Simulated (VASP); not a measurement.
# Si4IrPt (P6/mmm) in VASP: notebook, part 2 of 2

VASP 6.6.1. Earlier steps stand in the parts before.

## (3) Relaxation of cell and atoms, PBE

This run uses another cell than the first one, of 27.28 Å³/atom.

INCAR reads:

```
SYSTEM = Si4IrPt
PREC = Accurate
ENCUT = 600
EDIFF = 1E-7
ISMEAR = 0
SIGMA = 0.1
LREAL = .False.
LASPH = .True.
NELM = 80
ALGO = Normal
ISIF = 3
LWAVE = .False.
LCHARG = .False.
GGA = PE
IBRION = 2
NSW = 90
EDIFFG = -0.04
```

KPOINTS reads:

```
Automatic mesh
0
Gamma
  6 6 2
  0 0 0
```

POSCAR reads:

```
Si4IrPt
1.0
    4.6485783900      0.0000000000      0.0000000000
   -2.3242891900      4.0257869700      0.0000000000
    0.0000000000      0.0000000000      8.7459441700
Si Ir Pt
4 1 1
Direct
    0.0000000000      0.0000000000      0.7947727200
    0.0000000000      0.0000000000      0.2052272800
    0.3333333300      0.6666666700      0.5000000000
    0.6666666700      0.3333333300      0.5000000000
    0.0000000000      0.0000000000      0.5000000000
    0.0000000000      0.0000000000      0.0000000000
```

Potentials or basis: VASP PAW PBE potentials, release 64 (Si, Ir, Pt).

Started as:

```sh
$ cat potpaw_PBE.64/Si/POTCAR potpaw_PBE.64/Ir/POTCAR potpaw_PBE.64/Pt/POTCAR > POTCAR
$ mpirun -np 1 vasp_std > vasp.out
```

OUTCAR:

```text
SYSTEM = Si4IrPt
   PREC = Accurate
   ENCUT = 600
   EDIFF = 1E-7
   ISMEAR = 0
   LREAL = .False.
   LASPH = .True.
   NELM = 80
   ISIF = 3
   GGA = PE
   IBRION = 2
   NSW = 90
   EDIFFG = -0.04

 ion  position               nearest neighbor table
   1  0.000  0.000  0.795-   6 1.79   5 2.58
   2  0.000  0.000  0.205-   6 1.79   5 2.58
   3  0.333  0.667  0.500-   4 2.68   5 2.68   4 2.68   5 2.68   5 2.68   4 2.68
   4  0.667  0.333  0.500-   3 2.68   5 2.68   3 2.68   5 2.68   5 2.68   3 2.68
   5  0.000  0.000  0.500-   1 2.58   2 2.58   3 2.68   4 2.68   3 2.68   4 2.68   4 2.68   3 2.68

   6  0.000  0.000  0.000-   1 1.79   2 1.79

  LATTYP: Found a hexagonal cell.
 ALAT       =     4.6485783900
 C/A-ratio  =     1.8814234022

  Lattice vectors:

 A1 = (   4.6485783900,   0.0000000000,   0.0000000000)
 A2 = (  -2.3242891900,   4.0257869700,   0.0000000000)
 A3 = (   0.0000000000,   0.0000000000,   8.7459441700)

Analysis of symmetry for initial positions (statically):
=====================================================================
 Subroutine PRICEL returns:
 Original cell was already a primitive cell.

 Routine SETGRP: Setting up the symmetry group for a
 hexagonal supercell.

 Subroutine GETGRP returns: Found 24 space group operations
 (whereof 24 operations were pure point group operations)
 out of a pool of 24 trial point group operations.

The static configuration has the point symmetry D_6h.

Analysis of symmetry for dynamics (positions and initial velocities):
=====================================================================
 Subroutine PRICEL returns:
 Original cell was already a primitive cell.

 Routine SETGRP: Setting up the symmetry group for a
 hexagonal supercell.

 Subroutine GETGRP returns: Found 24 space group operations
 (whereof 24 operations were pure point group operations)
[... 118 lines left out ...]
     AMIX     =   0.40;   BMIX     =  1.00
     AMIX_MAG =   1.60;   BMIX_MAG =  1.00
  volume/ion in A,a.u.               =      27.28       184.09
  Fermi-wavevector in a.u.,A,eV,Ry     =   0.978975  1.849995 13.039717  0.958392
  Thomas-Fermi vector in A             =   2.109792
   LORBIT       =      0    0 simple, 1 ext, 2 COOP (PROOUT), +10 PAW based schemes
   GGA     = PE    functional components
   LHFCALC =     F    Hartree Fock is set to
   AEXX    =    0.0000 exact exchange contribution
   IVDW    =     0    specifies the selected vdW correction
   LEPSILON=     F    determine dielectric tensor
   LRPA    =     F    only Hartree local field effects (RPA)
 conjugate gradient relaxation of ions
 non-spin polarized calculation
 Gauss-broadening in eV      SIGMA  =   0.10
  energy-cutoff  :      600.00
  volume of cell :      163.67
 maximum number of plane-waves:      5507
 NGX is ok and might be reduce to    40
   NGX = 19   NGY = 19   NGZ = 35

--------------------------------------- Ionic step        1  -------------------------------------------

 number of electron      35.0000001 magnetization

 Free energy of the ion-electron system (eV)
  ---------------------------------------------------
  ext. energy  EPLUGINS =         0.00000000
  ---------------------------------------------------
  free energy    TOTEN  =       -26.06134354 eV

  energy without entropy =      -26.03861670  energy(sigma->0) =      -26.04998012

------------------------ aborting loop because EDIFF is reached ----------------------------------------

  FORCE on cell =-STRESS in cart. coord.  units (eV):
  Direction    XX          YY          ZZ          XY          YZ          ZX
  --------------------------------------------------------------------------------------
  -------------------------------------------------------------------------------------
  Total       -8.9951006     -8.9951006     57.1814294     -0.0000000     -0.0000000      0.0000000
  in kB      -88.0519458    -88.0519455    559.7420578     -0.0000001     -0.0000000      0.0000000
  external PRESSURE =     127.8793888 kB  Pullay stress =       0.0000000 kB
[... 101 lines left out ...]
  FREE ENERGIE OF THE ION-ELECTRON SYSTEM (eV)
  ---------------------------------------------------
  free  energy   TOTEN  =       -27.3495040346 eV

  energy  without entropy=      -27.2787556411  energy(sigma->0) =      -27.31412984

[... ionic steps 4 to 11 ...]

--------------------------------------- Ionic step       12  -------------------------------------------

 number of electron      35.0000003 magnetization

------------------------ aborting loop because EDIFF is reached ----------------------------------------
[... 75 lines left out ...]
--------------------------------------- Ionic step       14  -------------------------------------------

 number of electron      35.0000002 magnetization

 Free energy of the ion-electron system (eV)
  ---------------------------------------------------
  ext. energy  EPLUGINS =         0.00000000
  ---------------------------------------------------
  free energy    TOTEN  =       -32.66335798 eV

  energy without entropy =      -32.64255423  energy(sigma->0) =      -32.65295611

 E-fermi :   3.9901     XC(G=0):  -8.8667

 val. band max:        3.9893208130   @ k =   0.5000   0.0000   0.0000
 cond. band min:       4.0095714418   @ k =   0.1667   0.1667   0.0000
 fundamental gap:      0.0202506288
 Fermi energy:         3.9901366058

 k-point     1 :       0.0000    0.0000    0.0000
  band No.  band energies     occupation
      1      -8.5358      2.00000
      2      -4.8213      2.00000
      3      -3.9726      2.00000
      4      -2.5590      2.00000
      5      -2.5589      2.00000
      6      -1.8415      2.00000
[... 358 lines left out ...]
  FREE ENERGIE OF THE ION-ELECTRON SYSTEM (eV)
  ---------------------------------------------------
  free  energy   TOTEN  =       -32.6633579833 eV

  energy  without entropy=      -32.6425542277  energy(sigma->0) =      -32.65295611

 reached required accuracy - stopping structural energy minimisation
```

OSZICAR:

```text
N       E                     dE             d eps       ncg     rms          rms(c)
DAV:   1     0.213451771613E+03    0.21345E+03   -0.14712E+04   588   0.153E+03
DAV:   2    -0.611704757939E+01   -0.21957E+03   -0.21062E+03   656   0.297E+02
DAV:   3    -0.267964134863E+02   -0.20679E+02   -0.20010E+02   843   0.781E+01
[... 186 lines left out ...]
DAV:   4    -0.326633609527E+02    0.37378E-04   -0.31232E-04   676   0.106E-01    0.200E-02
DAV:   5    -0.326633600216E+02    0.93108E-06   -0.37516E-05   816   0.529E-02    0.131E-02
DAV:   6    -0.326633586375E+02    0.13841E-05   -0.82987E-06   914   0.287E-02    0.702E-03
DAV:   7    -0.326633579841E+02    0.65343E-06   -0.18121E-06   662   0.101E-02    0.176E-03
DAV:   8    -0.326633579833E+02    0.78580E-09   -0.24193E-07   447   0.325E-03
  14 F= -.32663358E+02 E0= -.32652956E+02  d E =-.365643E-02
```

It took 8.9 min on 1 thread of Intel Xeon Platinum 8559C (Emerald Rapids), shared host; peak memory 0.41 GiB.

Results:

```
Free energy                           : -32.6634 eV
Relaxed volume                        : 25.59 Å³/atom
Relaxed cell                          : a = 4.390 Å, b = 4.390 Å, c = 9.196 Å, α = 90.00°, β = 90.00°, γ = 120.00°
Space group after relaxing (to 0.1 Å) : P6/mmm (No. 191)
Energy gained by relaxing             : 1100.3 meV/atom
Ionic steps                           : 14
Pressure after relaxing               : 0.0 GPa
Largest force after relaxing          : 0.032 eV/Å
Band gap on the k mesh                : zero (an odd number of electrons rules out a gap without spin polarisation)
```

Forces on the atoms (eV/Å):
```
Si   0.000  0.000 -0.032
Si   0.000  0.000  0.032
Si   0.000  0.000  0.000
Si   0.000  0.000  0.000
Ir   0.000  0.000  0.000
Pt   0.000  0.000  0.000
```

The path:
| step | energy change (eV) | largest force (eV/Å) | pressure (GPa) | volume (Å³) |
| --- | --- | --- | --- | --- |
| 1 | 0.0000 | 19.2826 | 12.79 | 163.67 |
| 2 | -1.2609 | 0.9171 | -2.31 | 205.61 |
| 3 | -1.2882 | 0.8913 | -2.51 | 204.92 |
| 4 | -1.3216 | 0.8678 | -2.73 | 204.14 |
| 5 | -3.3622 | 1.9306 | -7.00 | 186.06 |
| 6 | -5.6831 | 1.8878 | -7.58 | 175.42 |
| 7 | -6.2732 | 0.3287 | -4.65 | 169.69 |
| 8 | -6.2740 | 0.1751 | -4.85 | 169.94 |
| 9 | -6.2740 | 0.2509 | -4.75 | 169.81 |
| 10 | -6.5757 | 0.3885 | 0.42 | 153.73 |
| 11 | -6.5758 | 0.3962 | 0.51 | 153.55 |
| 12 | -6.5929 | 0.2740 | -0.02 | 153.02 |
| 13 | -6.5984 | 0.3051 | 0.13 | 153.20 |
| 14 | -6.6020 | 0.0323 | 0.05 | 153.51 |

Final structure:
```cif
data_structure
_symmetry_space_group_name_H-M 'P 1'
_symmetry_Int_Tables_number 1
_cell_length_a 4.3904
_cell_length_b 4.3904
_cell_length_c 9.1963
_cell_angle_alpha 90.000
_cell_angle_beta 90.000
_cell_angle_gamma 120.000
_cell_volume 153.51
loop_
_atom_site_label
_atom_site_type_symbol
_atom_site_fract_x
_atom_site_fract_y
_atom_site_fract_z
_atom_site_occupancy
Si1 Si 0.00000 0.00000 0.75945 1
Si2 Si 0.00000 0.00000 0.24054 1
Si3 Si 0.33333 0.66667 0.50000 1
Si4 Si 0.66667 0.33333 0.50000 1
Ir1 Ir 0.00000 0.00000 0.50000 1
Pt1 Pt 0.00000 0.00000 0.00000 1
```

Levels at points of the mesh, in eV from the Fermi level:
| k point | band 16 | band 17 | band 18 | band 19 | band 20 | band 21 |
| --- | --- | --- | --- | --- | --- | --- |
| (0.00, 0.00, 0.00) | -1.05 | -1.05 | 0.76 | 1.10 | 1.91 | 2.05 |
| (0.50, 0.00, 0.00) | -0.91 | -0.88 | 0.00 | 0.25 | 0.71 | 0.72 |
| (0.00, 0.00, 0.50) | -0.82 | -0.82 | -0.09 | 1.66 | 1.66 | 1.91 |
| (0.50, 0.00, 0.50) | -0.87 | -0.62 | 0.28 | 0.37 | 0.42 | 1.29 |

Caveat: spin-orbit coupling is left out, which moves the levels of the heavy elements.

## (4) Relaxation of cell and atoms, PBE

This run uses another cell than the first one, of 25.56 Å³/atom.

INCAR reads:

```
SYSTEM = Si4IrPt
ALGO = Normal
EDIFF = 1E-6
EDIFFG = -0.01
ENCUT = 600
GGA = PE
IBRION = 2
ISIF = 3
ISMEAR = 0
LASPH = .TRUE.
LCHARG = .FALSE.
LREAL = .FALSE.
LWAVE = .FALSE.
NELM = 100
NSW = 100
PREC = Accurate
SIGMA = 0.1
```

KPOINTS reads:

```
k-points
0
G
  12 12 4
  0 0 0
```

POSCAR reads:

```
Si4IrPt
1.0
    4.3897002251      0.0000000000      0.0000000000
   -2.1948501125      3.8015919099      0.0000000000
    0.0000000000      0.0000000000      9.1912111686
Si Ir Pt
4 1 1
Direct
    0.0000000000      0.0000000000      0.7594722724
    0.0000000000      0.0000000000      0.2405277276
    0.3333333333      0.6666666667      0.5000000000
    0.6666666667      0.3333333333      0.5000000000
    0.0000000000      0.0000000000      0.5000000000
    0.0000000000      0.0000000000      0.0000000000
```

Started as:

```sh
$ cat potpaw_PBE.64/Si/POTCAR potpaw_PBE.64/Ir/POTCAR potpaw_PBE.64/Pt/POTCAR > POTCAR
$ mpirun -np 1 vasp_std > vasp.out
```

It took 8.3 min on 1 thread of Intel Xeon Platinum 8559C (Emerald Rapids), shared host; peak memory 0.5 GiB.

Results (log left out):

* Free energy: -32.6584 eV
* Relaxed volume: 25.25 Å³/atom
* Relaxed cell: a = 4.353 Å, b = 4.353 Å, c = 9.233 Å, α = 90.00°, β = 90.00°, γ = 120.00°
* Space group after relaxing (to 0.1 Å): P6/mmm (No. 191)
* Energy gained by relaxing: 1.9 meV/atom
* Ionic steps: 7
* Pressure after relaxing: 0.0 GPa
* Largest force after relaxing: 0.006 eV/Å
* Band gap on the k mesh: zero (an odd number of electrons rules out a gap without spin polarisation)

Forces on the atoms (eV/Å):
```
Si   0.000  0.000 -0.006
Si   0.000  0.000  0.006
Si   0.000  0.000  0.000
Si   0.000  0.000  0.000
Ir   0.000  0.000  0.000
Pt   0.000  0.000  0.000
```

The path:
```csv
step,energy change (eV),largest force (eV/Å),pressure (GPa),volume (Å³)
1,0.0000,0.0220,-0.45,153.38
2,-0.0099,0.1549,-0.23,151.77
3,-0.0100,0.1427,-0.26,151.93
4,-0.0102,0.0550,0.38,150.76
5,-0.0110,0.0385,0.08,151.30
6,-0.0110,0.0407,0.07,151.31
7,-0.0111,0.0062,-0.02,151.50
```

Final structure:
```
CELL_PARAMETERS angstrom
4.35291 0.00000 0.00000
-2.17645 3.76973 0.00000
0.00000 0.00000 9.23267
ATOMIC_POSITIONS crystal
Si 0.00000 0.00000 0.76018
Si 0.00000 0.00000 0.23982
Si 0.33333 0.66667 0.50000
Si 0.66667 0.33333 0.50000
Ir 0.00000 0.00000 0.50000
Pt 0.00000 0.00000 0.00000
```

Levels at points of the mesh, in eV from the Fermi level:
```
           k point  band 15  band 16  band 17  band 18  band 19  band 20  band 21
(0.00, 0.00, 0.00)    -1.23    -1.13    -1.13     0.65     1.06     1.85     1.85
(0.50, 0.00, 0.00)    -1.32    -0.94    -0.90    -0.07     0.22     0.65     0.69
(0.00, 0.00, 0.50)    -1.24    -0.92    -0.92    -0.19     1.66     1.66     1.84
(0.50, 0.00, 0.50)    -0.96    -0.94    -0.65     0.25     0.27     0.31     1.05
```

Caveat: spin-orbit coupling is left out, which moves the levels of the heavy elements.

## (5) Overview

```tsv
task	cell	k mesh	cutoff (eV)	gap on the mesh (eV)	pressure (GPa)	relaxed volume (Å³/atom)	largest force (eV/Å)
single point	a = 4.350, b = 4.350, c = 9.227 Å, angles 90.0, 90.0, 120.0°, 6 atoms, atomic positions A	12 × 12 × 4	520	none	0.1	-	0.04
relaxation of cell and atoms	relaxed from a = 4.649, b = 4.649, c = 8.746 Å, angles 90.0, 90.0, 120.0°, 6 atoms, atomic positions B	6 × 6 × 2	600	none	0.0	25.59	0.03
relaxation of cell and atoms	relaxed from a = 4.390, b = 4.390, c = 9.191 Å, angles 90.0, 90.0, 120.0°, 6 atoms, atomic positions C	12 × 12 × 4	600	none	0.0	25.25	0.01
```

Alike in all rows: level PBE; potentials or basis VASP PAW PBE potentials, release 64 (Si, Ir, Pt); no spin polarisation; smearing gaussian 0.1 eV.

Caveats: spin-orbit coupling is left out, which moves the levels of the heavy elements.

Absolute energies hang on the potentials; compare differences alone.

The gap in the log of VASP goes by the Fermi energy; the results here count the filled bands.